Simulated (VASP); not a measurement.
Runs of VASP 6.6.1 on AlPt. Symmetry: Pm-3m, No. 221, cubic system. The conventional cell has a = 3.092 Å, b = 3.092 Å, c = 3.092 Å, α = 90.00°, β = 90.00°, γ = 90.00°. Al (site symmetry m-3m) has 8 Pt at 2.68 Å and 6 Al at 3.09 Å within 3.5 Å. Pt (site symmetry m-3m) has 8 Al at 2.68 Å and 6 Pt at 3.09 Å within 3.5 Å. 

| spin | fixed moment (μB) | gap on the mesh (eV) | pressure (GPa) | moment (μB) |
| --- | --- | --- | --- | --- |
| collinear | - | none | -4.9 | 0.00 |
| off | - | none | -4.9 | - |
| collinear | 0.1 | - | -4.9 | 0.10 |
| collinear | 1.0 | - | (a) | 1.00 |
| collinear | 1.4 | - | 1.8 | 1.40 |

Alike in all rows: task single point; level r2SCAN; potentials or basis VASP PAW PBE potentials, release 64 (Al, Pt); cell as given; k mesh 11 × 11 × 11; cutoff (eV) 520; smearing fermi-dirac 0.05 eV.

Problem. Estimate the missing entries.

Solution. (a) -2.3.

Caveats: the PAW data sets were made with another functional, which shifts forces and pressure a little; spin-orbit coupling is left out, which moves the levels of the heavy elements; the cell stands under tension (at least some runs); the total moment is fixed, so each spin has its own Fermi level and the state may be an excited one (at least some runs).

A k mesh can miss the band edges, and the runs leave out spin-orbit coupling on Pt.

A gap of «none» marks levels without a gap at the run's occupations.
